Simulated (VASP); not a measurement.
Pt:

```
Pt
1.0
     2.76067    0.00000    0.00000
    -1.38033    2.39081    0.00000
     0.00000    0.00000    4.79213
Pt
2
Direct
  0.66667 0.33333 0.75000
  0.33333 0.66667 0.25000
```

Base run:

```yaml
Program: VASP 6.6.1
Functional: PBEsol
Potentials_or_basis: VASP PAW PBE potentials, release 64 (Pt)
Cutoff: 520 eV
k_mesh: 11 × 11 × 6
Occupations: fermi-dirac, width 0.5 eV
Spin: no spin polarisation
```

Its results: band gap on the k mesh zero (band 10 reaches 10.61 eV, above the bottom of band 11 at 9.37 eV); pressure -6.3 GPa.

Task: The run is repeated on the same cell with these changes: occupations from fermi-dirac, width 0.5 eV to fermi-dirac, width 0.1 eV; further incar settings from ALGO = Normal; EDIFF = 1e-06; NBANDS = 17 to ALGO = Normal; EDIFF = 1e-07; NBANDS = 17. What comes out?

Result: Band gap on the k mesh zero (band 10 reaches 10.59 eV, above the bottom of band 11 at 9.39 eV); pressure -10.7 GPa.

Caveats: the PAW data sets were made with another functional, which shifts forces and pressure a little; spin-orbit coupling is left out, which moves the levels of the heavy elements.
